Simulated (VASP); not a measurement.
# SmF (Fm-3m) in VASP: further runs

SmF is run at these levels: PBE; tasks: single point, relaxation of cell and atoms.

Program: VASP 6.6.1. These are calculated values, not measurements. Logs are shortened: lines on timing, memory, paths and dates and some standing lists are left out, and cuts for length are marked.

### Step 1. The cell of the first run

Symmetry: Fm-3m, No. 225, cubic system. Conventional cell: a = 5.225 Å, b = 5.225 Å, c = 5.225 Å, α = 90.00°, β = 90.00°, γ = 90.00°. Within 3.4 Å of Sm (site symmetry m-3m) lie 6 F at 2.61 Å. F (site symmetry m-3m) has 6 Sm at 2.61 Å within 3.4 Å.

### Step 2. Single point, PBE

Input file INCAR:

```
SYSTEM = SmF
PREC = Accurate ; ENCUT = 600
EDIFF = 1E-6 ; ISMEAR = 0
SIGMA = 0.2 ; LREAL = .FALSE.
LASPH = .TRUE. ; NELM = 200
ALGO = Normal ; ISIF = 2
LWAVE = .FALSE. ; LCHARG = .TRUE.
GGA = PE ; LELF = .TRUE.
LVHAR = .TRUE. ; NBANDS = 46
GGA_COMPAT = .FALSE. ; LMAXMIX = 6
```

Input file KPOINTS:

```
Automatic mesh
0
G
  6 4 4
  0 0 0
```

Input file POSCAR:

```
SmF
1.0
    2.6124794434      2.6124794434      0.0000000000
    2.6124794434     -2.6124794434      5.2249588868
    2.6124794434     -2.6124794434     -5.2249588868
Sm F
4 4
Direct
    0.0000000000      0.0000000000      0.0000000000
    0.5000000000      0.5000000000      1.0000000000
    0.5000000000      1.0000000000      0.5000000000
    0.0000000000      0.5000000000      0.5000000000
    1.0000000000      0.2500000000      0.7500000000
    0.5000000000      0.7500000000      0.7500000000
    0.5000000000      0.2500000000      0.2500000000
    0.0000000000      0.7500000000      0.2500000000
```

Potentials or basis: VASP PAW PBE potentials, release 64 (Sm_3, F), 4f in core.

Command:

```sh
cat potpaw_PBE.64/Sm_3/POTCAR potpaw_PBE.64/F/POTCAR > POTCAR
mpirun -np 1 vasp_std > vasp.out
```

OUTCAR:

```text
SYSTEM = SmF
   PREC = Accurate
   ENCUT = 600
   EDIFF = 1E-6
   ISMEAR = 0
   LREAL = .FALSE.
   LASPH = .TRUE.
   NELM = 200
   ISIF = 2
   GGA = PE

 ion  position               nearest neighbor table
   1  0.000  0.000  0.000-   5 2.61   6 2.61   7 2.61   8 2.61   6 2.61   7 2.61   2 3.69   3 3.69
                             2 3.69   4 3.69   2 3.69   3 3.69   3 3.69   4 3.69   3 3.69   2 3.69
   2  0.500  0.500  0.000-   5 2.61   6 2.61   7 2.61   8 2.61   5 2.61   8 2.61   1 3.69   4 3.69
                             1 3.69   3 3.69   1 3.69   4 3.69   3 3.69   4 3.69   4 3.69   1 3.69
   3  0.500  0.000  0.500-   5 2.61   6 2.61   7 2.61   8 2.61   5 2.61   8 2.61   1 3.69   1 3.69
                             4 3.69   2 3.69   1 3.69   4 3.69   2 3.69   4 3.69   1 3.69   4 3.69
   4  0.000  0.500  0.500-   5 2.61   6 2.61   7 2.61   8 2.61   6 2.61   7 2.61   1 3.69   2 3.69
                             3 3.69   1 3.69   2 3.69   3 3.69   2 3.69   3 3.69   2 3.69   3 3.69
   5  0.000  0.250  0.750-   1 2.61   2 2.61   3 2.61   4 2.61   2 2.61   3 2.61
   6  0.500  0.750  0.750-   1 2.61   2 2.61   3 2.61   4 2.61   1 2.61   4 2.61
   7  0.500  0.250  0.250-   1 2.61   2 2.61   3 2.61   4 2.61   1 2.61   4 2.61
   8  0.000  0.750  0.250-   1 2.61   2 2.61   3 2.61   4 2.61   2 2.61   3 2.61

  LATTYP: Found a base centered orthorhombic cell.
 ALAT       =     7.3892077206
 B/A-ratio  =     1.4142135624
 C/A-ratio  =     0.5000000000

  Lattice vectors:

 A1 = (   2.6124794434,  -2.6124794434,   5.2249588868)
 A2 = (   2.6124794434,  -2.6124794434,  -5.2249588868)
 A3 = (   2.6124794434,   2.6124794434,   0.0000000000)

Analysis of symmetry for initial positions (statically):
=====================================================================
 Subroutine PRICEL returns following result:

  LATTYP: Found a face centered cubic cell.
 ALAT       =     5.2249588868

  Lattice vectors:

 A1 = (   0.0000000000,  -2.6124794434,   2.6124794434)
 A2 = (   2.6124794434,  -2.6124794434,   0.0000000000)
 A3 = (   2.6124794434,   0.0000000000,   2.6124794434)

   4 primitive cells build up your supercell.

 Routine SETGRP: Setting up the symmetry group for a
 base centered orthorhombic supercell.

 Subroutine GETGRP returns: Found  8 space group operations
 (whereof  8 operations were pure point group operations)
 out of a pool of  8 trial point group operations.

The static configuration has the point symmetry D_2h.

Analysis of symmetry for dynamics (positions and initial velocities):
=====================================================================
 Subroutine PRICEL returns following result:

  LATTYP: Found a face centered cubic cell.
 ALAT       =     5.2249588868

  Lattice vectors:

 A1 = (   0.0000000000,  -2.6124794434,   2.6124794434)
 A2 = (   2.6124794434,  -2.6124794434,   0.0000000000)
 A3 = (   2.6124794434,   0.0000000000,   2.6124794434)

   4 primitive cells build up your supercell.

 Routine SETGRP: Setting up the symmetry group for a
 base centered orthorhombic supercell.

 Subroutine GETGRP returns: Found  8 space group operations
 (whereof  8 operations were pure point group operations)
 out of a pool of  8 trial point group operations.

The dynamic configuration has the point symmetry D_2h.

 Subroutine INISYM returns: Found  8 space group operations
 (whereof  8 operations are pure point group operations),
 and found     4 'primitive' translations

----------------------------------------------------------------------------------------

                                     Primitive cell

  volume of cell :      35.6606

  direct lattice vectors                    reciprocal lattice vectors
     0.000000000 -2.612479443  2.612479443    -0.191389066 -0.191389066  0.191389066
     2.612479443 -2.612479443  0.000000000     0.191389066 -0.191389066 -0.191389066
     2.612479443  0.000000000  2.612479443     0.191389066  0.191389066  0.191389066

  length of vectors
     3.694603860  3.694603860  3.694603860     0.331495586  0.331495586  0.331495586

  position of ions in fractional coordinates (direct lattice)
     0.000000000  0.000000000  0.000000000
     0.500000000  0.500000000  0.500000000

  ion indices of the primitive-cell ions
   primitive index   ion index
                 1           1
                 2           5

----------------------------------------------------------------------------------------

 KPOINTS: Automatic mesh

Automatic generation of k-mesh.
 Grid dimensions read from file:
 generate k-points for:    6    4    4

 Generating k-lattice:

  Cartesian coordinates                     Fractional coordinates (reciprocal lattice)
     0.031898178  0.031898178  0.000000000     0.166666667  0.000000000  0.000000000
     0.023923633 -0.023923633  0.023923633     0.000000000  0.250000000  0.000000000
     0.023923633 -0.023923633 -0.023923633     0.000000000  0.000000000  0.250000000

  Length of vectors
     0.045110835  0.041436948  0.041436948

  Shift w.r.t. Gamma in fractional coordinates (k-lattice)
     0.000000000  0.000000000  0.000000000

 Subroutine IBZKPT returns following result:
 ===========================================

 Found     28 irreducible k-points:

 Following reciprocal coordinates:
            Coordinates               Weight
  0.000000  0.000000  0.000000      1.000000
  0.166667  0.000000  0.000000      2.000000
  0.333333  0.000000  0.000000      2.000000
  0.500000  0.000000  0.000000      1.000000
  0.000000  0.250000  0.000000      4.000000
  0.166667  0.250000  0.000000      8.000000
[... 16 lines left out ...]
  0.333333 -0.250000  0.250000      4.000000
  0.500000 -0.250000  0.250000      2.000000
 [... further k-points ...]
   k-points           NKPTS =     28   k-points in BZ     NKDIM =     28   number of bands    NBANDS=     46
   number of dos      NEDOS =    301   number of ions     NIONS =      8
   total plane-waves  NPLWV =  87480
   dimension x,y,z NGX =    30 NGY =   54 NGZ =   54
   dimension x,y,z NGXF=    60 NGYF=  108 NGZF=  108
   ions per type =               4   4
   NGX,Y,Z   is equivalent  to a cutoff of  13.50, 14.03, 14.03 a.u.
   NGXF,Y,Z  is equivalent  to a cutoff of  27.00, 28.06, 28.06 a.u.
 SYSTEM =  SmF
   PREC   = accura    normal or accurate (medium, high low for compatibility)
   ISTART =      0    job   : 0-new  1-cont  2-samecut
   ICHARG =      2    charge: 1-file 2-atom 10-const
   ISPIN  =      1    spin polarized calculation?
   LNONCOLLINEAR =      F non collinear calculations
   LSORBIT =      F    spin-orbit coupling
   LASPH  =      T    aspherical Exc in radial PAW
   ENCUT  =  600.0 eV  44.10 Ry    6.64 a.u.   7.38 12.78 12.78*2*pi/ulx,y,z
   NELM   =    200;   NELMIN=  2; NELMDL= -5     # of ELM steps
   EDIFF  = 0.1E-05   stopping-criterion for ELM
   LREAL  =      F    real-space projection
[... 7 lines left out ...]
   TEBEG  =    0.0;   TEEND  =   0.0 temperature during run
   PSTRESS=    0.0 pullay stress
   NELECT =      72.0000    total number of electrons
   NUPDOWN=      -1.0000    fix difference up-down
   EMIN   =  10.00;   EMAX   =-10.00  energy-range for DOS
   EFERMI =   0.00;   METHOD = LEGACY
   ISMEAR =     0;   SIGMA  =   0.20  broadening in eV -4-tet -1-fermi 0-gaus
   EFERMI_NEDOS =   21; number of points for ismear=-14 and -15
   IALGO  =     38    algorithm
   IMIX   =      4    mixing-type and parameters
     AMIX     =   0.40;   BMIX     =  1.00
     AMIX_MAG =   1.60;   BMIX_MAG =  1.00
  volume/ion in A,a.u.               =      17.83       120.32
  Fermi-wavevector in a.u.,A,eV,Ry     =   1.303475  2.463211 23.116947  1.699048
  Thomas-Fermi vector in A             =   2.434475
   LORBIT       =      0    0 simple, 1 ext, 2 COOP (PROOUT), +10 PAW based schemes
   GGA     = PE    functional components
   LHFCALC =     F    Hartree Fock is set to
   AEXX    =    0.0000 exact exchange contribution
   IVDW    =     0    specifies the selected vdW correction
   LEPSILON=     F    determine dielectric tensor
   LRPA    =     F    only Hartree local field effects (RPA)
 non-spin polarized calculation
 Gauss-broadening in eV      SIGMA  =   0.20
  energy-cutoff  :      600.00
  volume of cell :      142.64
 maximum number of plane-waves:      4793
 NGX is ok and might be reduce to    30

 number of electron      71.9999966 magnetization

 Free energy of the ion-electron system (eV)
  ---------------------------------------------------
  ext. energy  EPLUGINS =         0.00000000
  ---------------------------------------------------
  free energy    TOTEN  =       -42.81220727 eV

  energy without entropy =      -42.67164925  energy(sigma->0) =      -42.74192826

 E-fermi :   5.1408     XC(G=0): -10.6841

 val. band max:        5.1174828547   @ k =   0.3333   0.2500   0.0000
 cond. band min:       5.1431428553   @ k =   0.3333   0.2500   0.0000
 fundamental gap:      0.0256600005
 Fermi energy:         5.1408000158

 k-point     1 :       0.0000    0.0000    0.0000
  band No.  band energies     occupation
      1     -36.7855      2.00000
      2     -36.6993      2.00000
      3     -36.6993      2.00000
      4     -36.6743      2.00000
      5     -21.2580      2.00000
      6     -21.2580      2.00000
[... 38 lines left out ...]
     45       7.7154      0.00000
     46       7.7166      0.00000

 k-point     2 :       0.1667    0.0000    0.0000
  band No.  band energies     occupation
      1     -36.7708      2.00000
      2     -36.6928      2.00000
      3     -36.6928      2.00000
      4     -36.6743      2.00000
      5     -21.2164      2.00000
      6     -21.2164      2.00000
[... 38 lines left out ...]
     45       7.9213      0.00000
     46       7.9707      0.00000

 k-point     3 :       0.3333    0.0000    0.0000
  band No.  band energies     occupation
      1     -36.7357      2.00000
      2     -36.6798      2.00000
      3     -36.6798      2.00000
      4     -36.6798      2.00000
      5     -21.1295      2.00000
      6     -21.1295      2.00000
[... 1018 lines left out ...]
     45       7.7987      0.00000
     46       8.2486      0.00000

 k-point    24 :       0.5000   -0.2500    0.2500
  band No.  band energies     occupation
      1     -36.6998      2.00000
      2     -36.6998      2.00000
      3     -36.6738      2.00000
      4     -36.6738      2.00000
      5     -21.2145      2.00000
      6     -21.2145      2.00000
[... 38 lines left out ...]
     45       7.9139      0.00000
     46       7.9139      0.00000

 [... further k-points ...]
[... 5 lines left out ...]
  --------------------------------------------------------------------------------------
  -------------------------------------------------------------------------------------
  Total        0.1690330      0.1690330     -0.0707376      0.1923427      0.0000000      0.0000000
  in kB        1.8986001      1.8986001     -0.7945332      2.1604174      0.0000000      0.0000000
  external PRESSURE =       1.0008890 kB  Pullay stress =       0.0000000 kB

 VOLUME and BASIS-vectors are now :
 -----------------------------------------------------------------------------
  energy-cutoff  :      600.00
  volume of cell :      142.64
      direct lattice vectors                 reciprocal lattice vectors
     2.612479443  2.612479443  0.000000000     0.191389066  0.191389066  0.000000000
     2.612479443 -2.612479443  5.224958887     0.095694533 -0.095694533  0.095694533
     2.612479443 -2.612479443 -5.224958887     0.095694533 -0.095694533 -0.095694533

 POSITION                                       TOTAL-FORCE (eV/Angst)
 -----------------------------------------------------------------------------------
      0.00000      0.00000      0.00000         0.000000     -0.000000      0.000000
      2.61248      0.00000      2.61248         0.000000     -0.000000     -0.000000
      2.61248      0.00000     -2.61248         0.000000     -0.000000     -0.000000
      2.61248     -2.61248      0.00000         0.000000     -0.000000      0.000000
      2.61248     -2.61248     -2.61248        -0.000000      0.000000      0.000000
      5.22496     -2.61248      0.00000         0.000000      0.000000      0.000000
      2.61248      0.00000      0.00000         0.000000      0.000000     -0.000000
      2.61248     -2.61248      2.61248        -0.000000     -0.000000     -0.000000
 -----------------------------------------------------------------------------------
    total drift:                                0.000000     -0.000000     -0.000000

  FREE ENERGIE OF THE ION-ELECTRON SYSTEM (eV)
  ---------------------------------------------------
  free  energy   TOTEN  =       -42.8122072651 eV

  energy  without entropy=      -42.6716492452  energy(sigma->0) =      -42.74192826
```

Run time: 3.2 min. Hardware: 1 thread of Intel Xeon Platinum 8259CL at 2.50GHz (Skylake/Cascade Lake), shared host; peak memory 0.36 GiB.

Results:

```
Free energy            : -42.8122 eV
Pressure               : 0.1 GPa
Band gap on the k mesh : zero (bands 36 and 37 overlap by 0.22 eV)
```

Caveat: spin-orbit coupling is left out, which moves the levels of the heavy elements; the 4f electrons are frozen in the core, so they carry no moment and show no levels; the run has no spin polarisation, though such a crystal can be magnetic. With open d or f shells a metallic result of PBE can be an artefact of self-interaction; +U or a hybrid may open a gap.

### Step 3. Relaxation of cell and atoms, PBE

This run uses another cell than the first one: it holds 2 atoms, not 8.

Input file INCAR:

```
ALGO     = Normal         # electronic algorithm
EDIFF    = 1E-7           # SCF threshold, eV
EDIFFG   = -0.01          # ionic threshold
ENCUT    = 600            # plane-wave cutoff, eV
GGA      = PE             # functional
GGA_COMPAT= F            
IBRION   = 2              # ionic algorithm
ISIF     = 3              # what is computed and relaxed
ISMEAR   = 0              # smearing method
LASPH    = T              # aspherical terms in the spheres
LCHARG   = F              # write CHGCAR
LMAXMIX  = 6              # l up to which the mixer works
LREAL    = F              # projectors in reciprocal space
LWAVE    = F              # write WAVECAR
NELM     = 200            # most SCF steps
NELMIN   = 4            
NSW      = 100            # ionic steps
PREC     = Accurate       # precision mode
SIGMA    = 0.1            # smearing width, eV
```

Input file KPOINTS:

```
k-points
0
Gamma
  18 18 18
```

Input file POSCAR:

```
SmF
1.0
    0.0000000000      2.6963117900      2.6963117900
    2.6963117900      0.0000000000      2.6963117900
    2.6963117900      2.6963117900      0.0000000000
Sm F
1 1
Direct
    0.0000000000      0.0000000000      0.0000000000
    0.5000000000      0.5000000000      0.5000000000
```

Potentials or basis: VASP PAW PBE potentials, release 64 (Sm_3, F), 4f in core.

Command:

```sh
cat potpaw_PBE.64/Sm_3/POTCAR potpaw_PBE.64/F/POTCAR > POTCAR
mpirun -np 1 vasp_std > vasp.out
```

Wall time 3.5 min (1 thread of Intel Xeon Platinum 8259CL at 2.50GHz (Skylake/Cascade Lake), shared host); peak memory 0.29 GiB.

The run converged. Its results:

| Property | Result |
| --- | --- |
| Free energy | -10.6982 eV |
| Relaxed volume | 17.82 Å³/atom |
| Relaxed cell | a = 3.694 Å, b = 3.694 Å, c = 3.694 Å, α = 60.00°, β = 60.00°, γ = 60.00° |
| Space group after relaxing (to 0.1 Å) | Fm-3m (No. 225) |
| Energy gained by relaxing | 28.5 meV/atom |
| Ionic steps | 3 |
| Pressure after relaxing | 0.0 GPa |
| Band gap on the k mesh | zero (bands 9 and 10 overlap by 1.08 eV) |

Step by step:
| step | energy change (eV) | largest force (eV/Å) | pressure (GPa) | volume (Å³) |
| --- | --- | --- | --- | --- |
| 1 | 0.0000 | 0.0000 | -4.68 | 39.20 |
| 2 | -0.0561 | 0.0000 | -0.69 | 36.04 |
| 3 | -0.0570 | 0.0000 | 0.00 | 35.64 |

Final structure:
```
CELL_PARAMETERS angstrom
0.00000 2.61191 2.61191
2.61191 0.00000 2.61191
2.61191 2.61191 0.00000
ATOMIC_POSITIONS crystal
Sm 0.00000 0.00000 0.00000
F 0.50000 0.50000 0.50000
```

Levels at points of the mesh, in eV from the Fermi level:
```csv
k point,band 7,band 8,band 9,band 10,band 11,band 12
"(0.00, 0.00, 0.00)",-7.43,-7.43,-2.35,0.57,0.57,0.57
"(0.50, 0.00, 0.00)",-8.11,-8.11,-0.29,2.44,2.44,3.17
"(0.50, 0.50, 0.00)",-7.44,-7.44,-2.14,0.93,4.26,4.26
```

Caveat: spin-orbit coupling is left out, which moves the levels of the heavy elements; the 4f electrons are frozen in the core, so they carry no moment and show no levels; the run has no spin polarisation, though such a crystal can be magnetic. Spin polarisation is off, so any magnetic state and its effect on volume and gap are missing.

### Step 4. Relaxation of cell and atoms, PBE

This run uses another cell than the first one: it holds 2 atoms, not 8.

Input file INCAR:

```
PREC = Accurate
ENCUT = 600
EDIFF = 1E-7
ISMEAR = 0
SIGMA = 0.1
LREAL = False
LASPH = True
NELM = 200
ALGO = Normal
ISIF = 3
LWAVE = False
LCHARG = False
GGA = PE
IBRION = 2
NSW = 100
EDIFFG = -0.01
GGA_COMPAT = False
NELMIN = 4
LMAXMIX = 6
```

Input file KPOINTS:

```
Automatic mesh
0
Gamma
  18 18 18
```

Input file POSCAR:

```
SmF
1.0
    0.0000000000      2.6124794434      2.6124794434
    2.6124794434      0.0000000000      2.6124794434
    2.6124794434      2.6124794434      0.0000000000
Sm F
1 1
Direct
    0.0000000000      0.0000000000      0.0000000000
    0.5000000000      0.5000000000      0.5000000000
```

Command:

```sh
cat potpaw_PBE.64/Sm_3/POTCAR potpaw_PBE.64/F/POTCAR > POTCAR
mpirun -np 1 vasp_std > vasp.out
```

Run time: 89 s. Hardware: 1 thread of Intel Xeon Platinum 8259CL at 2.50GHz (Skylake/Cascade Lake), shared host; peak memory 0.27 GiB.

Results (log left out):

| Property | Result |
| --- | --- |
| Free energy | -10.6925 eV |
| Pressure after relaxing | 0.0 GPa |
| Band gap on the k mesh | zero (bands 9 and 10 overlap by 1.08 eV) |

Final structure:
```cif
data_structure
_symmetry_space_group_name_H-M 'P 1'
_symmetry_Int_Tables_number 1
_cell_length_a 3.6946
_cell_length_b 3.6946
_cell_length_c 3.6946
_cell_angle_alpha 60.000
_cell_angle_beta 60.000
_cell_angle_gamma 60.000
_cell_volume 35.66
loop_
_atom_site_label
_atom_site_type_symbol
_atom_site_fract_x
_atom_site_fract_y
_atom_site_fract_z
_atom_site_occupancy
Sm1 Sm 0.00000 0.00000 0.00000 1
F1 F 0.50000 0.50000 0.50000 1
```

Levels at points of the mesh, in eV from the Fermi level:
```tsv
k point	band 6	band 7	band 8	band 9	band 10	band 11	band 12	band 13
(0.00, 0.00, 0.00)	-7.42	-7.42	-7.42	-2.36	0.57	0.57	0.57	2.57
(0.50, 0.00, 0.00)	-8.62	-8.11	-8.11	-0.29	2.44	2.44	3.17	5.33
(0.50, 0.50, 0.00)	-7.53	-7.43	-7.43	-2.13	0.93	4.25	4.26	5.05
```

Caveat: the relaxation stopped at its first step, so nothing moved; spin-orbit coupling is left out, which moves the levels of the heavy elements; the 4f electrons are frozen in the core, so they carry no moment and show no levels; the run has no spin polarisation, though such a crystal can be magnetic.

### Step 5. Overview

```csv
task,cell,k mesh,smearing,gap on the mesh (eV),pressure (GPa)
single point,"a = 3.695, b = 6.399, c = 6.399 Å, angles 109.5, 90.0, 90.0°, 8 atoms, atomic positions A",6 × 4 × 4,gaussian 0.2 eV,none,0.1
relaxation of cell and atoms,"relaxed from a = 3.813 Å, angles 60.0°, 2 atoms, atomic positions B",18 × 18 × 18,gaussian 0.1 eV,none,0.0
relaxation of cell and atoms,"relaxed from a = 3.695 Å, angles 60.0°, 2 atoms, atomic positions B",18 × 18 × 18,gaussian 0.1 eV,none,0.0
```

Alike in all rows: level PBE; potentials or basis VASP PAW PBE potentials, release 64 (Sm_3, F), 4f in core; no spin polarisation; cutoff (eV) 600.

Caveats: spin-orbit coupling is left out, which moves the levels of the heavy elements; the 4f electrons are frozen in the core, so they carry no moment and show no levels; the run has no spin polarisation, though such a crystal can be magnetic; the relaxation stopped at its first step, so nothing moved (at least some runs).

Absolute energies hang on the potentials; compare differences alone.

The gap in the log of VASP goes by the Fermi energy; the results here count the filled bands.